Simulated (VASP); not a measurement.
Wanted: the native input for a VASP 6.6.1 run.

| Quantity | Value |
| --- | --- |
| Task | single point |
| Functional | PBE |
| Potentials or basis | VASP PAW PBE potentials, release 64 (Sn_d, W_sv) |
| Cutoff | 520 eV |
| k mesh | 12 × 12 × 12 |
| Occupations | gaussian, width 0.1 eV |
| Spin | no spin polarisation |
| Dipole correction | no |
| Further INCAR settings | ALGO = Fast; EDIFF = 1e-06; NBANDS = 36 |

The structure of SnW lies in POSCAR:

```
SnW
1.0
    0.0000000000      3.3766023466      3.3766023466
    3.3766023466      0.0000000000      3.3766023466
    3.3766023466      3.3766023466      0.0000000000
Sn W
2 2
Direct
    0.0000000000      0.0000000000      0.0000000000
    0.2500000000      0.2500000000      0.2500000000
    0.5000000000      0.5000000000      0.5000000000
    0.7500000000      0.7500000000      0.7500000000
```

One way to write it, as run:

INCAR

```
SYSTEM = SnW
ALGO = Fast
EDIFF = 1E-6
ENCUT = 520
GGA = PE
ISIF = 2
ISMEAR = 0
LASPH = .TRUE.
LCHARG = .FALSE.
LREAL = .FALSE.
LWAVE = .FALSE.
NBANDS = 36
NELM = 80
PREC = Accurate
SIGMA = 0.1
```

KPOINTS

```
k-points
0
G
  12 12 12
  0 0 0
```

Potentials or basis: VASP PAW PBE potentials, release 64 (Sn_d, W_sv).

Command:

```sh
$ cat potpaw_PBE.64/Sn_d/POTCAR potpaw_PBE.64/W_sv/POTCAR > POTCAR
$ mpirun -np 1 vasp_std > vasp.out
```

It gave:

The pressure is 0.0 GPa and the band gap on the k mesh is zero (bands 28 and 29 overlap by 0.42 eV).

Caveat: spin-orbit coupling is left out, which moves the levels of the heavy elements.

Run time: 2.2 min on 1 thread of AMD EPYC 9R45 96-Core Processor (Zen 5) (shared host), peak memory 0.29 GiB.
